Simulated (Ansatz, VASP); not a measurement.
# HfO2: VASP beside Ansatz

The input INCAR:

```
SYSTEM = HfO2
ALGO = Normal
EDIFF = 1E-6
ENCUT = 520
GGA = PS
ISIF = 2
ISMEAR = 0
LASPH = .True.
LCHARG = .False.
LREAL = .False.
LWAVE = .False.
NBANDS = 18
NELM = 100
PREC = Accurate
SIGMA = 0.05
```

File KPOINTS:

```
k-points
0
Gamma
  8 8 8
  0 0 0
```

Contents of POSCAR:

```
HfO2
1.0
    0.0000000000      2.5220673956      2.5220673956
    2.5220673956      0.0000000000      2.5220673956
    2.5220673956      2.5220673956      0.0000000000
Hf O
1 2
Direct
   -0.0044070585      0.0044070585      0.0044070585
    0.2745830068      0.2254169932      0.2254169932
    0.7745830068      0.7254169932      0.7254169932
```

Input for Ansatz:

```yaml
crystal:
  lattice:
    - [0.0, 2.5220673956, 2.5220673956]
    - [2.5220673956, 0.0, 2.5220673956]
    - [2.5220673956, 2.5220673956, 0.0]
  atoms:
    - { symbol: Hf, position: [-0.0044070585, 0.0044070585, 0.0044070585] }
    - { symbol: O, position: [0.2745830068, 0.2254169932, 0.2254169932] }
    - { symbol: O, position: [0.7745830068, 0.7254169932, 0.7254169932] }
basis:
  ecutwfc: 520.0
kpoints:
  mp_grid: { grid: [8, 8, 8] }
hamiltonian:
  xc: pbesol
  pseudopotentials: { kind: paw, azcp: { folder: soft_1 } }
scf:
  occupations: { method: gaussian, width: 0.05 }
output:
  forces: true
  stress: true
  eigenvalues: true
```

Change from the starting cell: mode 4 frozen in at -0.124 Å and mode 5 at +0.000 Å (largest displacements).

Alike in both runs: task single point; functional PBEsol; k mesh 8 × 8 × 8; occupations gaussian, width 0.05 eV; no spin polarisation.

```csv
,VASP,Ansatz
version,VASP 6.6.1,Ansatz 0.2.0
potentials or method,"VASP PAW PBE potentials, release 64 (Hf_pv, O), cutoff 520 eV","scalar-relativistic, plane waves, PAW"
valence electrons in the cell,22,38
```

```csv
,VASP,Ansatz,Ansatz less VASP
gap on the k mesh at the Fermi level (eV),3.72,3.71,-0.006
least direct gap on the mesh (eV),3.72,3.71,-0.006
pressure (GPa),-1.3,2.4,+3.69
"traceless stress, the component that is largest in VASP (GPa)",-0.10,-0.14,-0.046
rms of the force components (eV/Å),0.379,0.392,+0.0128
```

VASP's potentials were made for PBE, not for PBEsol, and Ansatz warns of the same on its side. Atom by atom the forces differ by 0.013 eV/Å (rms over components). VASP's potentials hold 22 valence electrons a cell and Ansatz's 38, so a difference there can come from the potentials and not from the codes.

Neither program's run includes spin-orbit coupling.
